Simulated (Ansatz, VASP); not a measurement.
## MoSe: VASP beside Ansatz

```
Mo Se
1.0
     0.00000    2.42306    2.42306
     2.42306    0.00000    2.42306
     2.42306    2.42306    0.00000
Mo Se
1 1
Direct
  0.00000 0.00000 0.00000
  0.50000 0.50000 0.50000
```

Alike in both runs: task single point; functional PBE; k mesh 14 × 14 × 14; occupations gaussian, width 0.1 eV; collinear spin.

|  | VASP | Ansatz |
| --- | --- | --- |
| version | VASP 6.6.1 | Ansatz 0.2.0 |
| potentials or method | VASP PAW PBE potentials, release 64 (Mo_sv, Se), cutoff 520 eV | scalar-relativistic, plane waves, PAW |
| valence electrons in the cell | 20 | 30 |

```tsv
	VASP	Ansatz	Ansatz less VASP
gap on the k mesh at the Fermi level (eV)	none	none	-
net moment per atom (μB)	0.00	0.00	0.000
```

A gap of «none» marks a metal or a gap that the smearing closes. With one functional, cell and mesh, what is left measures potentials, basis and numerics. VASP's potentials hold 20 valence electrons a cell and Ansatz's 30, so a difference there can come from the potentials and not from the codes. Ansatz's warnings: seeded moment not kept.
